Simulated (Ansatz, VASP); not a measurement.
Pb in VASP and in Ansatz

```
Pb
1.0
     0.00000    2.45841    2.45841
     2.45841    0.00000    2.45841
     2.45841    2.45841    0.00000
Pb
1
Direct
  0.00000 0.00000 0.00000
```

Alike in both runs: task single point; functional LDA; k mesh 9 × 9 × 9; occupations fermi-dirac, width 0.05 eV; no spin polarisation.

```csv
,VASP,Ansatz
version,VASP 6.6.1,Ansatz 0.2.0
potentials or method,"VASP PAW LDA potentials, release 64 (Pb_d)",JTH PAW LDA
plane-wave cutoff (eV),520,1800
valence electrons in the cell,14,14
```

|  | VASP | Ansatz | Ansatz less VASP |
| --- | --- | --- | --- |
| gap on the k mesh at the Fermi level (eV) | none | none | - |
| pressure (GPa) | -1.2 | -1.2 | +0.01 |

LDA's correlation is that of Perdew and Zunger in VASP and of Perdew and Wang (1992) in Ansatz. A gap of «none» marks a metal or a gap that the smearing closes.

Spin-orbit coupling is off throughout.
